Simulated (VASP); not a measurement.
# Cd (R-3m) in VASP: a series of runs, part 2 of 2

VASP 6.6.1. Earlier steps stand in the parts before.

## Step 4: Single point, PBE

This run uses another cell than the first one, of the same volume but with other edges.

File INCAR:

```
PREC     = Accurate       # precision mode
ENCUT    = 520            # plane-wave cutoff, eV
EDIFF    = 1E-6           # SCF threshold, eV
ISMEAR   = 0              # smearing method
SIGMA    = 0.15           # smearing width, eV
LREAL    = False          # projectors in reciprocal space
LASPH    = True           # aspherical terms in the spheres
NELM     = 100            # most SCF steps
ALGO     = Normal         # electronic algorithm
ISIF     = 2              # what is computed and relaxed
LWAVE    = False          # write WAVECAR
LCHARG   = True           # write CHGCAR
GGA      = PE             # functional
LELF     = True           # ELF
LVHAR    = True         
NBANDS   = 12             # bands
```

File KPOINTS:

```
regular mesh
0
Gamma
  21 21 21
```

File POSCAR:

```
Cd
1.0
    1.7321968933      1.0000843426      2.1107319048
   -1.7321968933      1.0000843426      2.1107319048
    0.0000000000     -2.0001686853      2.1107319048
Cd
1
Direct
    0.0000000000      0.0000000000      0.0000000000
```

Potentials or basis: VASP PAW PBE potentials, release 64 (Cd).

Command:

```bash
$ cat potpaw_PBE.64/Cd/POTCAR > POTCAR
$ mpirun -np 1 vasp_std > vasp.out
```

OUTCAR:

```text
PREC = Accurate
   ENCUT = 520
   EDIFF = 1E-6
   ISMEAR = 0
   LREAL = False
   LASPH = True
   NELM = 100
   ISIF = 2
   GGA = PE

 ion  position               nearest neighbor table
   1  0.000  0.000  0.000-

  LATTYP: Found a trigonal (rhomboedric) cell.
 ALAT       =     2.9078968248
 COS(alpha) =     0.2903135393

  Lattice vectors:

 A1 = (   1.7321968933,   1.0000843426,   2.1107319048)
 A2 = (  -1.7321968933,   1.0000843426,   2.1107319048)
 A3 = (   0.0000000000,  -2.0001686853,   2.1107319048)

Analysis of symmetry for initial positions (statically):
=====================================================================
 Subroutine PRICEL returns:
 Original cell was already a primitive cell.

 Routine SETGRP: Setting up the symmetry group for a
 trigonal (rhombohedral) supercell.

 Subroutine GETGRP returns: Found 12 space group operations
 (whereof 12 operations were pure point group operations)
 out of a pool of 12 trial point group operations.

The static configuration has the point symmetry D_3d.

Analysis of symmetry for dynamics (positions and initial velocities):
=====================================================================
 Subroutine PRICEL returns:
 Original cell was already a primitive cell.

 Routine SETGRP: Setting up the symmetry group for a
 trigonal (rhombohedral) supercell.

 Subroutine GETGRP returns: Found 12 space group operations
 (whereof 12 operations were pure point group operations)
 out of a pool of 12 trial point group operations.

The dynamic configuration has the point symmetry D_3d.

 Subroutine INISYM returns: Found 12 space group operations
 (whereof 12 operations are pure point group operations),
 and found     1 'primitive' translations

----------------------------------------------------------------------------------------

                                     Primitive cell

[... 109 lines left out ...]
  volume/ion in A,a.u.               =      21.94       148.05
  Fermi-wavevector in a.u.,A,eV,Ry     =   1.338842  2.530044 24.388398  1.792497
  Thomas-Fermi vector in A             =   2.467280
   LORBIT       =      0    0 simple, 1 ext, 2 COOP (PROOUT), +10 PAW based schemes
   GGA     = PE    functional components
   LHFCALC =     F    Hartree Fock is set to
   AEXX    =    0.0000 exact exchange contribution
   IVDW    =     0    specifies the selected vdW correction
   LEPSILON=     F    determine dielectric tensor
   LRPA    =     F    only Hartree local field effects (RPA)
 non-spin polarized calculation
 Gauss-broadening in eV      SIGMA  =   0.15
  energy-cutoff  :      520.00
  volume of cell :       21.94
 maximum number of plane-waves:       613
 NGX is ok and might be reduce to    24

 number of electron      11.9999998 magnetization

 Free energy of the ion-electron system (eV)
  ---------------------------------------------------
  ext. energy  EPLUGINS =         0.00000000
  ---------------------------------------------------
  free energy    TOTEN  =        -0.65393423 eV

  energy without entropy =       -0.64931815  energy(sigma->0) =       -0.65162619

 E-fermi :   2.6930     XC(G=0): -10.9181

 val. band max:        2.6912257917   @ k =  -0.3810   0.3810   0.1429
 cond. band min:       2.7021496373   @ k =  -0.1429   0.4286   0.0952
 fundamental gap:      0.0109238457
 Fermi energy:         2.6929582414

 k-point     1 :       0.0000    0.0000    0.0000
  band No.  band energies     occupation
      1      -6.9322      2.00000
      2      -6.9322      2.00000
      3      -6.1033      2.00000
      4      -5.7237      2.00000
      5      -5.7237      2.00000
      6      -5.6654      2.00000
      7      14.8342      0.00000
      8      15.0715      0.00000
      9      15.0715      0.00000
     10      18.8820      0.00000
     11      18.8820      0.00000
     12      20.0289      0.00000
[... 331 lines left out ...]
 k-point    24 :      -0.3810    0.0476    0.0000
  band No.  band energies     occupation
      1      -6.8986      2.00000
      2      -6.8508      2.00000
      3      -5.8706      2.00000
      4      -5.7926      2.00000
      5      -5.6285      2.00000
      6      -2.0249      2.00000
      7       3.2849      0.00000
      8      14.2047      0.00000
      9      15.7966      0.00000
     10      19.7498      0.00000
     11      21.4259      0.00000
     12      21.8672      0.00000

 [... further k-points ...]
[... 5 lines left out ...]
  --------------------------------------------------------------------------------------
  -------------------------------------------------------------------------------------
  Total        0.5136251      0.5136251      1.4863641      0.0000000     -0.0000000      0.0000000
  in kB       37.5092705     37.5092705    108.5469418      0.0000000     -0.0000000      0.0000000
  external PRESSURE =      61.1884943 kB  Pullay stress =       0.0000000 kB

 VOLUME and BASIS-vectors are now :
 -----------------------------------------------------------------------------
  energy-cutoff  :      520.00
  volume of cell :       21.94
      direct lattice vectors                 reciprocal lattice vectors
     1.732196893  1.000084343  2.110731905     0.288650789  0.166652611  0.157923104
    -1.732196893  1.000084343  2.110731905    -0.288650789  0.166652611  0.157923104
     0.000000000 -2.000168685  2.110731905     0.000000000 -0.333305221  0.157923104

 POSITION                                       TOTAL-FORCE (eV/Angst)
 -----------------------------------------------------------------------------------
      0.00000      0.00000      0.00000         0.000000     -0.000000      0.000000
 -----------------------------------------------------------------------------------
    total drift:                                0.000000     -0.000000      0.000000

  FREE ENERGIE OF THE ION-ELECTRON SYSTEM (eV)
  ---------------------------------------------------
  free  energy   TOTEN  =        -0.6539342261 eV

  energy  without entropy=       -0.6493181510  energy(sigma->0) =       -0.65162619
```

stdout:

```text
POSCAR found type information on POSCAR Cd
 POSCAR found :  1 types and       1 ions
 scaLAPACK will be used
 LDA part: xc-table for (Slater+PW92), standard interpolation
 POSCAR, INCAR and KPOINTS ok, starting setup
 FFT: planning ... GRIDC
 FFT: planning ... GRID_SOFT
 FFT: planning ... GRID
 WAVECAR not read
 entering main loop
```

Run time: 45 s. Hardware: 1 thread of Intel Xeon 6975P-C (Granite Rapids), shared host; peak memory 0.33 GiB.

What came out:

```
Free energy            : -0.6539 eV
Pressure               : 6.1 GPa
Band gap on the k mesh : zero (band 6 reaches 4.47 eV, above the bottom of band 7 at 0.63 eV)
```

Levels at points of the mesh, in eV from the Fermi level:
| k point | band 2 | band 3 | band 4 | band 5 | band 6 | band 7 | band 8 | band 9 | band 10 | band 11 |
| --- | --- | --- | --- | --- | --- | --- | --- | --- | --- | --- |
| (0.00, 0.00, 0.00) | -9.63 | -8.80 | -8.42 | -8.42 | -8.36 | 12.14 | 12.38 | 12.38 | 16.19 | 16.19 |

## Step 5: Overview

| cell | gap on the mesh (eV) | pressure (GPa) |
| --- | --- | --- |
| a = 3.037 Å, angles 64.9°, 1 atom | none | 2.6 |
| a = 3.002 Å, angles 66.8°, 1 atom | none | 3.2 |
| a = 2.908 Å, angles 73.1°, 1 atom | none | 6.1 |

Alike in all rows: task single point; level PBE; potentials or basis VASP PAW PBE potentials, release 64 (Cd); no spin polarisation; k mesh 21 × 21 × 21; cutoff (eV) 520; smearing gaussian 0.15 eV.

Total energies depend on the potentials used, so only differences within one code and one set of settings carry meaning.
